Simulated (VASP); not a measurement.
# Ge (P6_3/mmc) in VASP: further runs

The runs below take Ge through single point, with PBE.

Everything below comes from runs of VASP 6.6.1. Logs are shortened: lines on timing, memory, paths and dates and some standing lists are left out, and cuts for length are marked.

### Step 1. The cell of the first run

Symmetry: P6_3/mmc, No. 194, hexagonal system. Conventional cell: a = 3.998 Å, b = 3.998 Å, c = 6.599 Å, α = 90.00°, β = 90.00°, γ = 120.00°. Ge (site symmetry 3m) has 4 Ge at 2.45 to 2.47 Å within 3.2 Å.

This isn't the form of Ge at room conditions, which is diamond.

### Step 2. Single point, PBE

Input file INCAR:

```
SYSTEM = Ge
PREC = Accurate ; ENCUT = 520
EDIFF = 1E-6 ; ISMEAR = 0
SIGMA = 0.020999999999999998 ; LREAL = .FALSE.
LASPH = .TRUE. ; NELM = 100
ALGO = Normal ; ISIF = 2
LWAVE = .FALSE. ; LCHARG = .TRUE.
GGA = PE ; LELF = .TRUE.
LVHAR = .TRUE. ; NBANDS = 36
```

Input file KPOINTS:

```
Automatic mesh
0
G
  8 8 4
  0 0 0
```

Input file POSCAR:

```
Ge
1.0
    3.9975858431      0.0000000000      0.0000000000
   -1.9987929216      3.4620108940      0.0000000000
    0.0000000000      0.0000000000      6.5993779500
Ge
4
Direct
    0.3333333333      0.6666666667      0.9370987500
    0.6666666667      0.3333333333      0.4370987500
    0.3333333333      0.6666666667      0.5629012500
    0.6666666667      0.3333333333      0.0629012500
```

Potentials or basis: VASP PAW PBE potentials, release 64 (Ge_d).

On the command line:

```console
> cat potpaw_PBE.64/Ge_d/POTCAR > POTCAR
> mpirun -np 1 vasp_std > vasp.out
```

OUTCAR:

```text
SYSTEM = Ge
   PREC = Accurate
   ENCUT = 520
   EDIFF = 1E-6
   ISMEAR = 0
   LREAL = .FALSE.
   LASPH = .TRUE.
   NELM = 100
   ISIF = 2
   GGA = PE

 ion  position               nearest neighbor table
   1  0.333  0.667  0.937-   4 2.45   4 2.45   4 2.45   3 2.47
   2  0.667  0.333  0.437-   3 2.45   3 2.45   3 2.45   4 2.47
   3  0.333  0.667  0.563-   2 2.45   2 2.45   2 2.45   1 2.47
   4  0.667  0.333  0.063-   1 2.45   1 2.45   1 2.45   2 2.47

  LATTYP: Found a hexagonal cell.
 ALAT       =     3.9975858431
 C/A-ratio  =     1.6508408347

  Lattice vectors:

 A1 = (   3.9975858431,   0.0000000000,   0.0000000000)
 A2 = (  -1.9987929216,   3.4620108940,   0.0000000000)
 A3 = (   0.0000000000,   0.0000000000,   6.5993779500)

Analysis of symmetry for initial positions (statically):
=====================================================================
 Subroutine PRICEL returns:
 Original cell was already a primitive cell.

 Routine SETGRP: Setting up the symmetry group for a
 hexagonal supercell.

 Subroutine GETGRP returns: Found 24 space group operations
 (whereof 12 operations were pure point group operations)
 out of a pool of 24 trial point group operations.

The static configuration has the point symmetry D_3d.
 The point group associated with its full space group is D_6h.

Analysis of symmetry for dynamics (positions and initial velocities):
=====================================================================
 Subroutine PRICEL returns:
 Original cell was already a primitive cell.

 Routine SETGRP: Setting up the symmetry group for a
 hexagonal supercell.

 Subroutine GETGRP returns: Found 24 space group operations
 (whereof 12 operations were pure point group operations)
 out of a pool of 24 trial point group operations.

The dynamic configuration has the point symmetry D_3d.
 The point group associated with its full space group is D_6h.

 Subroutine INISYM returns: Found 24 space group operations
 (whereof 12 operations are pure point group operations),
 and found     1 'primitive' translations

----------------------------------------------------------------------------------------

                                     Primitive cell

  volume of cell :      91.3333

  direct lattice vectors                    reciprocal lattice vectors
     3.997585843  0.000000000  0.000000000     0.250150976  0.144424733  0.000000000
    -1.998792922  3.462010894  0.000000000     0.000000000  0.288849467  0.000000000
     0.000000000  0.000000000  6.599377950     0.000000000  0.000000000  0.151529433

  length of vectors
     3.997585843  3.997585843  6.599377950     0.288849467  0.288849467  0.151529433

  position of ions in fractional coordinates (direct lattice)
     0.333333333  0.666666667  0.937098750
     0.666666667  0.333333333  0.437098750
     0.333333333  0.666666667  0.562901250
     0.666666667  0.333333333  0.062901250

  ion indices of the primitive-cell ions
   primitive index   ion index
                 1           1
                 2           2
                 3           3
                 4           4

----------------------------------------------------------------------------------------

 KPOINTS: Automatic mesh

Automatic generation of k-mesh.
 Grid dimensions read from file:
 generate k-points for:    8    8    4

 Generating k-lattice:

  Cartesian coordinates                     Fractional coordinates (reciprocal lattice)
     0.031268872  0.018053092  0.000000000     0.125000000 -0.000000000  0.000000000
     0.000000000  0.036106183  0.000000000     0.000000000  0.125000000  0.000000000
     0.000000000  0.000000000  0.037882358     0.000000000  0.000000000  0.250000000

  Length of vectors
     0.036106183  0.036106183  0.037882358

  Shift w.r.t. Gamma in fractional coordinates (k-lattice)
     0.000000000  0.000000000  0.000000000

 Subroutine IBZKPT returns following result:
 ===========================================

 Found     30 irreducible k-points:

 Following reciprocal coordinates:
            Coordinates               Weight
  0.000000  0.000000  0.000000      1.000000
  0.125000  0.000000  0.000000      6.000000
  0.250000  0.000000  0.000000      6.000000
  0.375000  0.000000  0.000000      6.000000
  0.500000  0.000000  0.000000      3.000000
  0.125000  0.125000  0.000000      6.000000
[... 16 lines left out ...]
  0.250000  0.000000  0.500000      6.000000
  0.375000  0.000000  0.500000      6.000000
 [... further k-points ...]
   k-points           NKPTS =     30   k-points in BZ     NKDIM =     30   number of bands    NBANDS=     36
   number of dos      NEDOS =    301   number of ions     NIONS =      4
   total plane-waves  NPLWV =  45000
   dimension x,y,z NGX =    30 NGY =   30 NGZ =   50
   dimension x,y,z NGXF=    60 NGYF=   60 NGZF=  100
   ions per type =               4
   NGX,Y,Z   is equivalent  to a cutoff of  12.48, 12.48, 12.60 a.u.
   NGXF,Y,Z  is equivalent  to a cutoff of  24.95, 24.95, 25.19 a.u.
 SYSTEM =  Ge
   PREC   = accura    normal or accurate (medium, high low for compatibility)
   ISTART =      0    job   : 0-new  1-cont  2-samecut
   ICHARG =      2    charge: 1-file 2-atom 10-const
   ISPIN  =      1    spin polarized calculation?
   LNONCOLLINEAR =      F non collinear calculations
   LSORBIT =      F    spin-orbit coupling
   LASPH  =      T    aspherical Exc in radial PAW
   ENCUT  =  520.0 eV  38.22 Ry    6.18 a.u.   7.43  7.43 12.27*2*pi/ulx,y,z
   NELM   =    100;   NELMIN=  2; NELMDL= -5     # of ELM steps
   EDIFF  = 0.1E-05   stopping-criterion for ELM
   LREAL  =      F    real-space projection
   EDIFFG = 0.1E-04   stopping-criterion for IOM
   NSW    =      0    number of steps for IOM
   IBRION =     -1    ionic relax: 0-MD 1-quasi-New 2-CG
   NFREE  =      0    steps in history (QN), initial steepest desc. (CG)
   ISIF   =      2    stress and relaxation
   ISYM   =      2    0-nonsym 1-usesym 2-fastsym
   POTIM  = 0.5000    time-step for ionic-motion
   TEBEG  =    0.0;   TEEND  =   0.0 temperature during run
   PSTRESS=    0.0 pullay stress
   NELECT =      56.0000    total number of electrons
   NUPDOWN=      -1.0000    fix difference up-down
   EMIN   =  10.00;   EMAX   =-10.00  energy-range for DOS
   EFERMI =   0.00;   METHOD = LEGACY
   ISMEAR =     0;   SIGMA  =   0.02  broadening in eV -4-tet -1-fermi 0-gaus
   EFERMI_NEDOS =   21; number of points for ismear=-14 and -15
   IALGO  =     38    algorithm
   IMIX   =      4    mixing-type and parameters
     AMIX     =   0.40;   BMIX     =  1.00
     AMIX_MAG =   1.60;   BMIX_MAG =  1.00
  volume/ion in A,a.u.               =      22.83       154.09
  Fermi-wavevector in a.u.,A,eV,Ry     =   1.390789  2.628209 26.317650  1.934293
  Thomas-Fermi vector in A             =   2.514690
   LORBIT       =      0    0 simple, 1 ext, 2 COOP (PROOUT), +10 PAW based schemes
   GGA     = PE    functional components
   LHFCALC =     F    Hartree Fock is set to
   AEXX    =    0.0000 exact exchange contribution
   IVDW    =     0    specifies the selected vdW correction
   LEPSILON=     F    determine dielectric tensor
   LRPA    =     F    only Hartree local field effects (RPA)
 non-spin polarized calculation
 Gauss-broadening in eV      SIGMA  =   0.02
  energy-cutoff  :      520.00
  volume of cell :       91.33
 maximum number of plane-waves:      2491
 NGX is ok and might be reduce to    30
   NGX = 15   NGY = 15   NGZ = 25

 number of electron      56.0000053 magnetization

 Free energy of the ion-electron system (eV)
  ---------------------------------------------------
  ext. energy  EPLUGINS =         0.00000000
  ---------------------------------------------------
  free energy    TOTEN  =       -17.95953458 eV

  energy without entropy =      -17.95953454  energy(sigma->0) =      -17.95953456

 E-fermi :   5.0184     XC(G=0):  -9.8793

 val. band max:        4.9590985740   @ k =   0.0000   0.0000   0.0000
 cond. band min:       5.0804832681   @ k =   0.0000   0.0000   0.0000
 fundamental gap:      0.1213846941
 Fermi energy:         5.0183934919

 k-point     1 :       0.0000    0.0000    0.0000
  band No.  band energies     occupation
      1     -19.9305      2.00000
      2     -19.9305      2.00000
      3     -19.8924      2.00000
      4     -19.8924      2.00000
      5     -19.8924      2.00000
      6     -19.8795      2.00000
[... 28 lines left out ...]
     35       9.5171      0.00000
     36      11.1141      0.00000

 k-point     2 :       0.1250    0.0000    0.0000
  band No.  band energies     occupation
      1     -19.9393      2.00000
      2     -19.9334      2.00000
      3     -19.9013      2.00000
      4     -19.8975      2.00000
      5     -19.8922      2.00000
      6     -19.8690      2.00000
[... 28 lines left out ...]
     35      10.1820      0.00000
     36      11.1401      0.00000

 k-point     3 :       0.2500    0.0000    0.0000
  band No.  band energies     occupation
      1     -19.9486      2.00000
      2     -19.9377      2.00000
      3     -19.9150      2.00000
      4     -19.9061      2.00000
      5     -19.8878      2.00000
      6     -19.8575      2.00000
[... 28 lines left out ...]
     35      11.3411      0.00000
     36      11.7319      0.00000

 k-point     4 :       0.3750    0.0000    0.0000
  band No.  band energies     occupation
      1     -19.9489      2.00000
      2     -19.9396      2.00000
      3     -19.9279      2.00000
      4     -19.9118      2.00000
      5     -19.8763      2.00000
      6     -19.8514      2.00000
[... 28 lines left out ...]
     35      12.0365      0.00000
     36      12.6132      0.00000

 k-point     5 :       0.5000    0.0000    0.0000
  band No.  band energies     occupation
      1     -19.9443      2.00000
      2     -19.9398      2.00000
      3     -19.9363      2.00000
      4     -19.9136      2.00000
      5     -19.8676      2.00000
      6     -19.8498      2.00000
[... 655 lines left out ...]
 k-point    22 :       0.1250    0.0000    0.5000
  band No.  band energies     occupation
      1     -19.9199      2.00000
      2     -19.9199      2.00000
      3     -19.9185      2.00000
      4     -19.9185      2.00000
      5     -19.8824      2.00000
      6     -19.8824      2.00000
[... 28 lines left out ...]
     35      10.2711      0.00000
     36      10.2711      0.00000

 k-point    23 :       0.2500    0.0000    0.5000
  band No.  band energies     occupation
      1     -19.9249      2.00000
      2     -19.9249      2.00000
      3     -19.9239      2.00000
      4     -19.9239      2.00000
      5     -19.8792      2.00000
      6     -19.8792      2.00000
[... 28 lines left out ...]
     35      10.6538      0.00000
     36      10.6538      0.00000

 k-point    24 :       0.3750    0.0000    0.5000
  band No.  band energies     occupation
      1     -19.9271      2.00000
      2     -19.9271      2.00000
      3     -19.9248      2.00000
      4     -19.9248      2.00000
      5     -19.8741      2.00000
      6     -19.8741      2.00000
[... 28 lines left out ...]
     35      12.4273      0.00000
     36      12.4273      0.00000

 [... further k-points ...]

------------------------ aborting loop because EDIFF is reached ----------------------------------------

  FORCE on cell =-STRESS in cart. coord.  units (eV):
  Direction    XX          YY          ZZ          XY          YZ          ZX
  --------------------------------------------------------------------------------------
  -------------------------------------------------------------------------------------
  Total        1.6801339      1.6801339      1.5532011     -0.0000000     -0.0000000      0.0000000
  in kB       29.4730615     29.4730615     27.2463951     -0.0000000     -0.0000000      0.0000000
  external PRESSURE =      28.7308394 kB  Pullay stress =       0.0000000 kB

 VOLUME and BASIS-vectors are now :
 -----------------------------------------------------------------------------
  energy-cutoff  :      520.00
  volume of cell :       91.33
      direct lattice vectors                 reciprocal lattice vectors
     3.997585843  0.000000000  0.000000000     0.250150976  0.144424733  0.000000000
    -1.998792922  3.462010894  0.000000000     0.000000000  0.288849467  0.000000000
     0.000000000  0.000000000  6.599377950     0.000000000  0.000000000  0.151529433

 POSITION                                       TOTAL-FORCE (eV/Angst)
 -----------------------------------------------------------------------------------
     -0.00000      2.30801      6.18427         0.000000      0.000000     -0.018862
      1.99879      1.15400      2.88458        -0.000000     -0.000000     -0.018862
     -0.00000      2.30801      3.71480         0.000000      0.000000      0.018862
      1.99879      1.15400      0.41511        -0.000000      0.000000      0.018862
 -----------------------------------------------------------------------------------
    total drift:                               -0.000000      0.000000     -0.000000

  FREE ENERGIE OF THE ION-ELECTRON SYSTEM (eV)
  ---------------------------------------------------
  free  energy   TOTEN  =       -17.9595345765 eV

  energy  without entropy=      -17.9595345437  energy(sigma->0) =      -17.95953456
```

Wall time 34 s (1 thread of Intel Xeon 6975P-C (Granite Rapids), shared host); peak memory 0.23 GiB.

What came out:

| Item | Value |
| --- | --- |
| Free energy | -17.9595 eV |
| Pressure | 2.9 GPa |
| Largest force | 0.019 eV/Å |
| Band gap on the k mesh | 0.12 eV |

Forces in eV/Å, atoms in the order of the input:
```
Ge   0.000  0.000 -0.019
Ge   0.000  0.000 -0.019
Ge   0.000  0.000  0.019
Ge   0.000  0.000  0.019
```

### Step 3. Single point, PBE

Input file INCAR:

```
PREC = Accurate
ENCUT = 520
EDIFF = 1E-6
ISMEAR = 0
SIGMA = 0.022
LREAL = F
LASPH = T
NELM = 80
ALGO = Normal
ISIF = 2
LWAVE = F
LCHARG = T
GGA = PE
LELF = T
LVHAR = T
NBANDS = 36
```

Input file KPOINTS:

```
regular mesh
0
Gamma
  8 8 4
```

POSCAR is that of step 2.

Potentials or basis: VASP PAW PBE potentials, release 64 (Ge_d).

On the command line:

```console
> cat potpaw_PBE.64/Ge_d/POTCAR > POTCAR
> mpirun -np 1 vasp_std > vasp.out
```

Run time: 34 s. Hardware: 1 thread of Intel Xeon 6975P-C (Granite Rapids), shared host; peak memory 0.23 GiB.

The run converged. Its results:

| Quantity | Value |
| --- | --- |
| Free energy | -17.9595 eV |
| Pressure | 2.9 GPa |
| Largest force | 0.019 eV/Å |
| Band gap on the k mesh | 0.12 eV |

Forces on the atoms (eV/Å):
```
Ge   0.000  0.000 -0.019
Ge   0.000  0.000 -0.019
Ge   0.000  0.000  0.019
Ge   0.000  0.000  0.019
```

Stress tensor (GPa, compression positive):
```
2.95 0.00 0.00
0.00 2.95 0.00
0.00 0.00 2.72
```

Levels at points of the mesh, in eV from the valence-band top:
| k point | band 24 | band 25 | band 26 | band 27 | band 28 | band 29 | band 30 | band 31 | band 32 | band 33 |
| --- | --- | --- | --- | --- | --- | --- | --- | --- | --- | --- |
| (0.00, 0.00, 0.00) | -1.48 | -1.48 | -0.15 | -0.07 | 0.00 | 0.12 | 0.12 | 2.27 | 2.27 | 2.76 |
| (0.50, 0.00, 0.00) | -6.74 | -4.57 | -3.06 | -2.80 | -1.44 | 0.55 | 1.66 | 3.58 | 3.72 | 4.33 |
| (0.00, 0.00, 0.50) | -4.80 | -0.85 | -0.85 | -0.85 | -0.85 | 0.70 | 0.70 | 3.38 | 3.38 | 3.38 |
| (0.50, 0.00, 0.50) | -7.86 | -2.54 | -2.54 | -2.40 | -2.40 | 0.54 | 0.54 | 2.13 | 2.13 | 6.12 |

A k mesh can miss the band edges.

### Step 4. Single point, PBE

Input file INCAR:

```
  PREC = Accurate
  ENCUT = 520
  EDIFF = 1E-6
  ISMEAR = 0
  SIGMA = 0.023
  LREAL = False
  LASPH = True
  NELM = 80
  ALGO = Normal
  ISIF = 2
  LWAVE = False
  LCHARG = False
  GGA = PE
  NBANDS = 36
```

Input file KPOINTS:

```
Automatic mesh
0
Gamma
  8 8 4
```

POSCAR is that of step 3.

On the command line:

```console
> cat potpaw_PBE.64/Ge_d/POTCAR > POTCAR
> mpirun -np 1 vasp_std > vasp.out
```

Run time: 33 s. Hardware: 1 thread of Intel Xeon 6975P-C (Granite Rapids), shared host; peak memory 0.23 GiB.

The run converged. Its results:

```yaml
Free_energy: -17.9595 eV
Pressure: 2.9 GPa
Largest_force: 0.019 eV/Å
Band_gap_on_the_k_mesh: 0.12 eV
```

Forces on the atoms (eV/Å):
```
Ge   0.000  0.000 -0.019
Ge   0.000  0.000 -0.019
Ge   0.000  0.000  0.019
Ge   0.000  0.000  0.019
```

Stress tensor (GPa, compression positive):
```
2.95 0.00 0.00
0.00 2.95 0.00
0.00 0.00 2.72
```

Levels at points of the mesh, in eV from the valence-band top:
```
           k point  band 25  band 26  band 27  band 28  band 29  band 30  band 31  band 32
(0.00, 0.00, 0.00)    -1.48    -0.15    -0.07     0.00     0.12     0.12     2.27     2.27
(0.50, 0.00, 0.00)    -4.57    -3.06    -2.80    -1.44     0.55     1.66     3.58     3.72
(0.00, 0.00, 0.50)    -0.85    -0.85    -0.85    -0.85     0.70     0.70     3.38     3.38
(0.50, 0.00, 0.50)    -2.54    -2.54    -2.40    -2.40     0.54     0.54     2.13     2.13
```

A k mesh can miss the band edges.

### Step 5. The runs side by side

| smearing | gap on the mesh (eV) | pressure (GPa) | largest force (eV/Å) |
| --- | --- | --- | --- |
| gaussian 0.021 eV | 0.12 | 2.9 | 0.02 |
| gaussian 0.022 eV | 0.12 | 2.9 | 0.02 |
| gaussian 0.023 eV | 0.12 | 2.9 | 0.02 |

Alike in all rows: task single point; level PBE; potentials or basis VASP PAW PBE potentials, release 64 (Ge_d); no spin polarisation; cell as given; k mesh 8 × 8 × 4; cutoff (eV) 520.

Total energies depend on the potentials used, so only differences within one code and one set of settings carry meaning.
